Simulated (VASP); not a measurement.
Write the native input for VASP 6.6.1 that does the following.

| Item | Value |
| --- | --- |
| Task | single point |
| Functional | PBE |
| Potentials or basis | VASP PAW PBE potentials, release 64 (Sn_d) |
| Cutoff | 500 eV |
| k mesh | 3 × 3 × 3 |
| Occupations | methfessel-paxton, width 0.15 eV |
| Spin | no spin polarisation |
| Dipole correction | no |
| Further INCAR settings | ALGO = Normal; EDIFF = 1e-06; NBANDS = 21 |

The structure of Sn lies in POSCAR:

```
Sn
1.0
    0.0000000000      3.2333428000      3.2333428000
    3.2333428000      0.0000000000      3.2333428000
    3.2333428000      3.2333428000      0.0000000000
Sn
2
Direct
    0.0000000000      0.0000000000      0.0000000000
    0.2500000000      0.2500000000      0.2500000000
```

One way to write it, as run:

INCAR

```
PREC = Accurate ; ENCUT = 500
EDIFF = 1E-6 ; ISMEAR = 1
SIGMA = 0.15 ; LREAL = F
LASPH = T ; NELM = 120
ALGO = Normal ; ISIF = 2
LWAVE = F ; LCHARG = F
GGA = PE ; NBANDS = 21
GGA_COMPAT = F
```

KPOINTS

```
regular mesh
0
Gamma
  3 3 3
```

Potentials or basis: VASP PAW PBE potentials, release 64 (Sn_d).

Run with:

```sh
$ cat potpaw_PBE.64/Sn_d/POTCAR > POTCAR
$ mpirun -np 1 vasp_std > vasp.out
```

Results of the run:

```json
{
 "Pressure": "5.5 GPa",
 "Band gap on the k mesh": "zero (filled and empty bands touch)"
}
```

Caveat: the k points lie up to 0.56 Å⁻¹ apart; spin-orbit coupling is left out, which moves the levels of the heavy elements.

Wall time 4.1 s on 1 thread of Intel(R) Xeon(R) 6975P-C (Granite Rapids) (shared host), peak memory 0.19 GiB.
